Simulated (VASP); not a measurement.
A run of VASP 6.6.1:

File INCAR:

```
PREC = Accurate
ENCUT = 520
EDIFF = 1E-6
ISMEAR = 0
SIGMA = 0.1
LREAL = F
LASPH = T
NELM = 80
ALGO = Normal
ISIF = 2
LWAVE = F
LCHARG = F
GGA = PE
NBANDS = 16
```

The input KPOINTS:

```
Automatic mesh
0
Gamma
  15 15 6
```

The input POSCAR:

```
C
1.0
    3.1159381366      0.0000000000      0.0000000000
   -1.5579690683      2.6984815829      0.0000000000
    0.0000000000      0.0000000000      8.3284654408
C
4
Direct
    0.0000000000      0.0000000000      0.9547109979
    0.0000000000      0.0000000000      0.4547109979
    0.3333333300      0.6666666700      0.9375890021
    0.6666666700      0.3333333300      0.4375890021
```

Potentials or basis: VASP PAW PBE potentials, release 64 (C).

Run with:

```console
$ cat potpaw_PBE.64/C/POTCAR > POTCAR
$ mpirun -np 1 vasp_std > vasp.out
```

Hardware: 1 thread of Intel Xeon 8259CL (shared host).

**Question.** Estimate the wall time of this run.

**Answer.** Wall time 2.5 min on 1 thread of Intel Xeon 8259CL, on a shared host, peak memory 0.23 GiB. Counts: scf iterations 13, k points 108.
